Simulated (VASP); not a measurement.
# SiC (Cm) in VASP: a series of runs

The runs below take SiC through single point, with r2SCAN.

All numbers are computed with VASP 6.6.1; they aren't measurements. Logs are shortened: lines on timing, memory, paths and dates and some standing lists are left out, and cuts for length are marked.

**1. The cell of the first run**

The structure is monoclinic, space group Cm (No. 8). Conventional cell: a = 5.325 Å, b = 3.075 Å, c = 3.075 Å, α = 90.00°, β = 125.26°, γ = 90.00°. Si (site symmetry m) has 1 C at 1.39 Å within 1.9 Å. Within 1.9 Å of C (site symmetry m) lie 1 Si at 1.39 Å.

**2. Single point, r2SCAN (atom 1 (Si) moved by (-0.450, -0.225) A along [1 1 0] and z)**

File POSCAR:

```
SiC
1.0
    0.0000000000      2.1740000000      2.1740000000
    2.1740000000      0.0000000000      2.1740000000
    2.1740000000      2.1740000000      0.0000000000
Si C
1 1
Direct
   -0.0517479301     -0.0517479301     -0.0946173190
    0.7500000000      0.7500000000      0.7500000000
```

File INCAR.step1:

```
PREC     = Accurate       # precision mode
ENCUT    = 520            # plane-wave cutoff, eV
ISMEAR   = 0              # smearing method
SIGMA    = 0.05           # smearing width, eV
LREAL    = F              # projectors in reciprocal space
LASPH    = T              # aspherical terms in the spheres
NELM     = 100            # most SCF steps
NBANDS   = 11             # bands
GGA      = PE             # functional
ALGO     = Normal         # electronic algorithm
EDIFF    = 1E-4           # SCF threshold, eV
LWAVE    = T              # write WAVECAR
LCHARG   = F              # write CHGCAR
```

File INCAR.step2:

```
PREC     = Accurate       # precision mode
ENCUT    = 520            # plane-wave cutoff, eV
EDIFF    = 1E-6           # SCF threshold, eV
ISMEAR   = 0              # smearing method
SIGMA    = 0.05           # smearing width, eV
LREAL    = F              # projectors in reciprocal space
LASPH    = T              # aspherical terms in the spheres
NELM     = 100            # most SCF steps
ALGO     = Normal         # electronic algorithm
ISIF     = 2              # what is computed and relaxed
LWAVE    = F              # write WAVECAR
LCHARG   = F              # write CHGCAR
METAGGA  = R2SCAN         # meta-GGA
LMIXTAU  = T            
NBANDS   = 11             # bands
ISTART   = 1
```

File KPOINTS:

```
regular mesh
0
Gamma
  12 12 12
```

Potentials or basis: VASP PAW PBE potentials, release 64 (Si, C).

The run is started by

```console
$ cat potpaw_PBE.64/Si/POTCAR potpaw_PBE.64/C/POTCAR > POTCAR
$ cp INCAR.step1 INCAR
$ mpirun -np 1 vasp_std > vasp.out
$ cp INCAR.step2 INCAR
$ mpirun -np 1 vasp_std > vasp.out
```

OUTCAR:

```text
PREC = Accurate
   ENCUT = 520
   EDIFF = 1E-6
   ISMEAR = 0
   LREAL = F
   LASPH = T
   NELM = 100
   ISIF = 2
   METAGGA = R2SCAN
   ISTART = 1

 ion  position               nearest neighbor table
   1  0.948  0.948  0.905-   2 1.39   2 2.07   2 2.07   2 2.17
   2  0.750  0.750  0.750-   1 1.39   1 2.07   1 2.07   1 2.17

  LATTYP: Found a face centered cubic cell.
 ALAT       =     4.3480000000

  Lattice vectors:

 A1 = (   0.0000000000,   2.1740000000,   2.1740000000)
 A2 = (   2.1740000000,   0.0000000000,   2.1740000000)
 A3 = (   2.1740000000,   2.1740000000,   0.0000000000)

Analysis of symmetry for initial positions (statically):
=====================================================================
 Subroutine PRICEL returns:
 Original cell was already a primitive cell.

 Routine SETGRP: Setting up the symmetry group for a
 face centered cubic supercell.

 Subroutine GETGRP returns: Found  2 space group operations
 (whereof  2 operations were pure point group operations)
 out of a pool of 48 trial point group operations.

The static configuration has the point symmetry C_1h.

Analysis of symmetry for dynamics (positions and initial velocities):
=====================================================================
 Subroutine PRICEL returns:
 Original cell was already a primitive cell.

 Routine SETGRP: Setting up the symmetry group for a
 face centered cubic supercell.

 Subroutine GETGRP returns: Found  2 space group operations
 (whereof  2 operations were pure point group operations)
 out of a pool of 48 trial point group operations.

The dynamic configuration has the point symmetry C_1h.

 Subroutine INISYM returns: Found  2 space group operations
 (whereof  2 operations are pure point group operations),
 and found     1 'primitive' translations

----------------------------------------------------------------------------------------

                                     Primitive cell

  volume of cell :      20.5498

  direct lattice vectors                    reciprocal lattice vectors
     0.000000000  2.174000000  2.174000000    -0.229990800  0.229990800  0.229990800
     2.174000000  0.000000000  2.174000000     0.229990800 -0.229990800  0.229990800
     2.174000000  2.174000000  0.000000000     0.229990800  0.229990800 -0.229990800

  length of vectors
     3.074500285  3.074500285  3.074500285     0.398355752  0.398355752  0.398355752

  position of ions in fractional coordinates (direct lattice)
     0.948252070  0.948252070  0.905382681
     0.750000000  0.750000000  0.750000000

  ion indices of the primitive-cell ions
   primitive index   ion index
                 1           1
                 2           2

----------------------------------------------------------------------------------------

 KPOINTS: regular mesh

Automatic generation of k-mesh.
 Grid dimensions read from file:
 generate k-points for:   12   12   12

 Generating k-lattice:

  Cartesian coordinates                     Fractional coordinates (reciprocal lattice)
    -0.019165900  0.019165900  0.019165900     0.083333333  0.000000000  0.000000000
     0.019165900 -0.019165900  0.019165900     0.000000000  0.083333333  0.000000000
     0.019165900  0.019165900 -0.019165900     0.000000000  0.000000000  0.083333333

  Length of vectors
     0.033196313  0.033196313  0.033196313

  Shift w.r.t. Gamma in fractional coordinates (k-lattice)
     0.000000000  0.000000000  0.000000000

 Subroutine IBZKPT returns following result:
 ===========================================

 Found    476 irreducible k-points:

 Following reciprocal coordinates:
            Coordinates               Weight
  0.000000  0.000000  0.000000      1.000000
  0.083333  0.000000  0.000000      4.000000
  0.000000  0.000000  0.083333      2.000000
  0.083333  0.083333  0.083333      2.000000
  0.166667  0.000000  0.000000      4.000000
  0.000000  0.000000  0.166667      2.000000
[... 16 lines left out ...]
  0.000000  0.166667  0.083333      4.000000
  0.083333  0.000000  0.166667      4.000000
 [... further k-points ...]
   k-points           NKPTS =    476   k-points in BZ     NKDIM =    476   number of bands    NBANDS=     11
   number of dos      NEDOS =    301   number of ions     NIONS =      2
   total plane-waves  NPLWV =  13824
   dimension x,y,z NGX =    24 NGY =   24 NGZ =   24
   dimension x,y,z NGXF=    48 NGYF=   48 NGZF=   48
   ions per type =               1   1
   NGX,Y,Z   is equivalent  to a cutoff of  12.98, 12.98, 12.98 a.u.
   NGXF,Y,Z  is equivalent  to a cutoff of  25.95, 25.95, 25.95 a.u.
 SYSTEM =  unknown system
   PREC   = accura    normal or accurate (medium, high low for compatibility)
   ISTART =      1    job   : 0-new  1-cont  2-samecut
   ICHARG =      0    charge: 1-file 2-atom 10-const
   ISPIN  =      1    spin polarized calculation?
   LNONCOLLINEAR =      F non collinear calculations
   LSORBIT =      F    spin-orbit coupling
   LASPH  =      T    aspherical Exc in radial PAW
   ENCUT  =  520.0 eV  38.22 Ry    6.18 a.u.   5.72  5.72  5.72*2*pi/ulx,y,z
   NELM   =    100;   NELMIN=  2; NELMDL=  0     # of ELM steps
   EDIFF  = 0.1E-05   stopping-criterion for ELM
   LREAL  =      F    real-space projection
   EDIFFG = 0.1E-04   stopping-criterion for IOM
   NSW    =      0    number of steps for IOM
   IBRION =     -1    ionic relax: 0-MD 1-quasi-New 2-CG
   NFREE  =      0    steps in history (QN), initial steepest desc. (CG)
   ISIF   =      2    stress and relaxation
   ISYM   =      2    0-nonsym 1-usesym 2-fastsym
   POTIM  = 0.5000    time-step for ionic-motion
   TEBEG  =    0.0;   TEEND  =   0.0 temperature during run
   PSTRESS=    0.0 pullay stress
   NELECT =       8.0000    total number of electrons
   NUPDOWN=      -1.0000    fix difference up-down
   EMIN   =  10.00;   EMAX   =-10.00  energy-range for DOS
   EFERMI =   0.00;   METHOD = LEGACY
   ISMEAR =     0;   SIGMA  =   0.05  broadening in eV -4-tet -1-fermi 0-gaus
   EFERMI_NEDOS =   21; number of points for ismear=-14 and -15
   IALGO  =     38    algorithm
   IMIX   =      4    mixing-type and parameters
     AMIX     =   0.40;   BMIX     =  1.00
     AMIX_MAG =   1.60;   BMIX_MAG =  1.00
  volume/ion in A,a.u.               =      10.27        69.34
  Fermi-wavevector in a.u.,A,eV,Ry     =   1.195369  2.258920 19.441458  1.428907
  Thomas-Fermi vector in A             =   2.331336
   LORBIT       =      0    0 simple, 1 ext, 2 COOP (PROOUT), +10 PAW based schemes
   METAGGA = R2SCAN    functional components
   LHFCALC =     F    Hartree Fock is set to
   AEXX    =    0.0000 exact exchange contribution
   IVDW    =     0    specifies the selected vdW correction
   LEPSILON=     F    determine dielectric tensor
   LRPA    =     F    only Hartree local field effects (RPA)
 non-spin polarized calculation
 Gauss-broadening in eV      SIGMA  =   0.05
  energy-cutoff  :      520.00
  volume of cell :       20.55
 maximum number of plane-waves:       568
   NGX = 11   NGY = 11   NGZ = 11

 number of electron       8.0000000 magnetization

 Free energy of the ion-electron system (eV)
  ---------------------------------------------------
  ext. energy  EPLUGINS =         0.00000000
  ---------------------------------------------------
  free energy    TOTEN  =       -14.43914100 eV

  energy without entropy =      -14.43914100  energy(sigma->0) =      -14.43914100

 E-fermi :   8.7393     XC(G=0): -11.9147

 val. band max:        8.5745593138   @ k =   0.0000   0.0000   0.0000
 cond. band min:       8.9039460880   @ k =   0.5000   0.5000   0.0000
 fundamental gap:      0.3293867741
 Fermi energy:         8.7393260431

 k-point     1 :       0.0000    0.0000    0.0000
  band No.  band energies     occupation
      1      -8.3722      2.00000
      2       5.4191      2.00000
      3       8.3196      2.00000
      4       8.5746      2.00000
      5      14.0879      0.00000
      6      15.4615      0.00000
      7      15.7677      0.00000
      8      17.9085      0.00000
      9      22.7093      0.00000
     10      22.9100      0.00000
     11      24.9011      0.00000

 k-point     2 :       0.0833    0.0000    0.0000
  band No.  band energies     occupation
      1      -8.2371      2.00000
      2       5.2209      2.00000
      3       7.8689      2.00000
      4       8.4783      2.00000
      5      14.0932      0.00000
      6      15.4195      0.00000
      7      15.6927      0.00000
      8      18.4854      0.00000
      9      22.3303      0.00000
     10      22.5645      0.00000
     11      25.0722      0.00000

 k-point     3 :       0.0000    0.0000    0.0833
  band No.  band energies     occupation
      1      -8.2382      2.00000
      2       5.2616      2.00000
      3       7.9948      2.00000
      4       8.2572      2.00000
      5      14.2143      0.00000
      6      15.4285      0.00000
      7      15.6545      0.00000
      8      18.3886      0.00000
      9      22.4543      0.00000
     10      22.5948      0.00000
     11      24.9814      0.00000

 k-point     4 :       0.0833    0.0833    0.0833
  band No.  band energies     occupation
      1      -8.2310      2.00000
      2       4.9699      2.00000
      3       8.1859      2.00000
      4       8.4439      2.00000
      5      14.2717      0.00000
      6      15.8174      0.00000
      7      16.0522      0.00000
      8      17.6143      0.00000
      9      21.7328      0.00000
     10      22.0095      0.00000
     11      25.4683      0.00000

 k-point     5 :       0.1667    0.0000    0.0000
  band No.  band energies     occupation
      1      -7.8381      2.00000
      2       4.5122      2.00000
      3       6.9136      2.00000
      4       8.3070      2.00000
      5      13.7569      0.00000
      6      15.4451      0.00000
      7      15.9704      0.00000
      8      19.1540      0.00000
      9      22.1163      0.00000
     10      22.4523      0.00000
     11      24.1314      0.00000
[... 211 lines left out ...]
 k-point    21 :       0.0000    0.0833    0.0833
  band No.  band energies     occupation
      1      -8.1904      2.00000
      2       5.1081      2.00000
      3       7.9902      2.00000
      4       8.2088      2.00000
      5      14.1704      0.00000
      6      15.1342      0.00000
      7      16.2297      0.00000
      8      18.3274      0.00000
      9      21.3840      0.00000
     10      23.0599      0.00000
     11      25.6446      0.00000

 k-point    22 :       0.1667    0.0833    0.0000
  band No.  band energies     occupation
      1      -7.8776      2.00000
      2       4.5881      2.00000
      3       7.1427      2.00000
      4       8.1466      2.00000
      5      13.9469      0.00000
      6      15.1410      0.00000
      7      16.3196      0.00000
      8      18.8652      0.00000
      9      20.8439      0.00000
     10      23.2560      0.00000
     11      25.2965      0.00000

 k-point    23 :       0.0000    0.1667    0.0833
  band No.  band energies     occupation
      1      -7.8765      2.00000
      2       4.5804      2.00000
      3       7.0803      2.00000
      4       8.2110      2.00000
      5      13.8405      0.00000
      6      15.2022      0.00000
      7      16.3987      0.00000
      8      19.0169      0.00000
      9      20.8294      0.00000
     10      23.0853      0.00000
     11      25.2276      0.00000

 k-point    24 :       0.0833    0.0000    0.1667
  band No.  band energies     occupation
      1      -7.8799      2.00000
      2       4.6807      2.00000
      3       7.1211      2.00000
      4       7.9679      2.00000
      5      13.9740      0.00000
      6      15.1908      0.00000
      7      16.5135      0.00000
      8      18.7803      0.00000
      9      20.8126      0.00000
     10      23.2130      0.00000
     11      25.2696      0.00000

 [... further k-points ...]
[... 5 lines left out ...]
  --------------------------------------------------------------------------------------
  -------------------------------------------------------------------------------------
  Total        7.4186942      7.4186942      9.9831646      8.6495436      9.2974738      9.2974761
  in kB      578.4015336    578.4015336    778.3415211    674.3652099    724.8813573    724.8815395
  external PRESSURE =     645.0481961 kB  Pullay stress =       0.0000000 kB

 VOLUME and BASIS-vectors are now :
 -----------------------------------------------------------------------------
  energy-cutoff  :      520.00
  volume of cell :       20.55
      direct lattice vectors                 reciprocal lattice vectors
     0.000000000  2.174000000  2.174000000    -0.229990800  0.229990800  0.229990800
     2.174000000  0.000000000  2.174000000     0.229990800 -0.229990800  0.229990800
     2.174000000  2.174000000  0.000000000     0.229990800  0.229990800 -0.229990800

 POSITION                                       TOTAL-FORCE (eV/Angst)
 -----------------------------------------------------------------------------------
      4.02980      4.02980      4.12300        15.286127     15.286127     16.554768
      3.26100      3.26100      3.26100       -15.286127    -15.286127    -16.554768
 -----------------------------------------------------------------------------------
    total drift:                               -0.000024     -0.000024      0.000035

  FREE ENERGIE OF THE ION-ELECTRON SYSTEM (eV)
  ---------------------------------------------------
  free  energy   TOTEN  =       -14.4391410026 eV

  energy  without entropy=      -14.4391410019  energy(sigma->0) =      -14.43914100
```

Run time: 3.6 min. Hardware: 1 thread of Intel Xeon Platinum 8375C at 2.90GHz (Ice Lake), shared host; peak memory 0.22 GiB.

What came out:

- Free energy: -14.4391 eV
- Pressure: 64.5 GPa
- Largest force: 27.229 eV/Å
- Band gap on the k mesh: 0.33 eV (least direct gap 3.86 eV)

Forces in eV/Å, atoms in the order of the input:
```
Si   15.286  15.286  16.555
C   -15.286 -15.286 -16.555
```

Caveat: the cell differs from its parent crystal (atom 1 (Si) moved by (-0.450, -0.225) A along [1 1 0] and z); the cell stands under pressure; the PAW data sets were made with another functional, which shifts forces and pressure a little.

[end of part 1 of 2]
